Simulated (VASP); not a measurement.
Runs of VASP 6.6.1 on CeO3 (ReO3 type). The structure is that of space group Pm-3m (No. 221), or close to it. The cells are those of the table. 

| cell | gap on the mesh (eV) | pressure (GPa) |
| --- | --- | --- |
| a = 4.250 Å, 4 atoms | none | 3.2 |
| a = 4.280 Å, 4 atoms | none | (b) |
| a = 4.396 Å, 4 atoms | none | -1.8 |
| a = 4.367 Å, 4 atoms | none | -1.0 |
| a = 4.339 Å, 4 atoms | none | (a) |
| a = 4.309 Å, 4 atoms | none | 0.9 |
| a = 4.424 Å, 4 atoms | none | -2.6 |

Alike in all rows: task single point; level PBE; potentials or basis VASP PAW PBE potentials, release 64 (Ce, O); no spin polarisation; k mesh 9 × 9 × 9; cutoff (eV) 520; smearing fermi-dirac 0.0612256 eV.

Question: Fill in the values left out.

Answer: (a) -0.1; (b) 2.0.

Caveats: spin-orbit coupling is left out, which moves the levels of the heavy elements; the run has no spin polarisation, though such a crystal can be magnetic; without U or exact exchange the open f shell lies at the Fermi level, which spoils levels, moments and volumes.

A k mesh can miss the band edges, and the runs leave out spin-orbit coupling on Ce.

A gap of «none» marks levels without a gap at the run's occupations.
